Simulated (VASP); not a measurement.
Runs of VASP 6.6.1 on CdSe. The structure is that of space group F-43m (No. 216), or close to it. The cells are those of the table. 

```tsv
task	level	potentials or basis	cell	gap on the mesh (eV)	pressure (GPa)	relaxed volume (Å³/atom)
single point	LDA	VASP PAW LDA potentials, release 64 (Cd, Se)	a = 4.250 Å, angles 60.0°, 2 atoms	0.43	0.5	-
relaxation of cell and atoms	LDA	VASP PAW LDA potentials, release 64 (Cd, Se)	relaxed from a = 4.342 Å, angles 60.0°, 2 atoms	(c)	0.0	27.36
relaxation of cell and atoms	RPBE	VASP PAW PBE potentials, release 64 (Cd, Se)	relaxed from a = 4.342 Å, angles 60.0°, 2 atoms	0.56	0.0	31.17
single point	RPBE	VASP PAW PBE potentials, release 64 (Cd, Se)	a = 4.444 Å, angles 60.0°, 2 atoms	(a)	(b)	-
```

Alike in all rows: no spin polarisation; k mesh 5 × 5 × 5; cutoff (eV) 500; smearing gaussian 0.01 eV.

Task: Fill in the values left out.

Result: (a) 0.57; (b) 0.2; (c) 0.41.

Caveats: semilocal functionals underestimate gaps, and a narrow one can read as zero; the PAW data sets were made with another functional, which shifts forces and pressure a little (at least some runs).

A k mesh can miss the band edges, and the runs leave out spin-orbit coupling on Cd, Se.
